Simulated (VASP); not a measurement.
Crystal: AlCu5.

```
Al Cu
1.0
     2.66437    0.00000    0.00000
    -1.33219    2.30742    0.00000
     0.00000    0.00000   12.93135
Al Cu
1 5
Direct
  0.33333 0.66667 0.00000
  0.33333 0.66667 0.66667
  0.33333 0.66667 0.33333
  0.66667 0.33333 0.83333
  0.66667 0.33333 0.16667
  0.66667 0.33333 0.50000
```

| Property | Result |
| --- | --- |
| Program | VASP 6.6.1 |
| Task | relaxation of cell and atoms |
| Functional | PBE |
| Potentials or basis | VASP PAW PBE potentials, release 64 (Al, Cu) |
| Cutoff | 600 eV |
| k mesh | 6 × 6 × 2 |
| Occupations | gaussian, width 0.1 eV |
| Spin | no spin polarisation |

At the start: pressure -6.0 GPa; volume 13.25 Å³/atom.

Where does the relaxation end?

Over 7 steps the energy falls by 20.9 meV/atom and the volume is 12.56 Å³/atom (-5.2 %); space group P-6m2 (No. 187, to 0.05 Å).

Step by step:
```tsv
step	energy change (eV)	largest force (eV/Å)	pressure (GPa)	volume (Å³)
1	0.0000	0.0693	-6.03	79.50
2	-0.1074	0.0602	2.82	73.87
3	-0.1148	0.0642	0.73	74.98
4	-0.1148	0.0640	0.94	74.89
5	-0.1247	0.0364	0.63	75.27
6	-0.1251	0.0248	0.20	75.42
7	-0.1252	0.0278	-0.14	75.38
```

Final structure:
```
Al Cu
1.0
     2.65352    0.00000    0.00000
    -1.32676    2.29801    0.00000
     0.00000    0.00000   12.36248
Al Cu
1 5
Cartesian
  0.0000 1.5320 0.0000
  0.0000 1.5320 8.2443
  0.0000 1.5320 4.1182
  1.3268 0.7660 10.2953
  1.3268 0.7660 2.0672
  1.3268 0.7660 6.1812
```

Caveat: the k points lie up to 0.46 Å⁻¹ apart in the final cell.
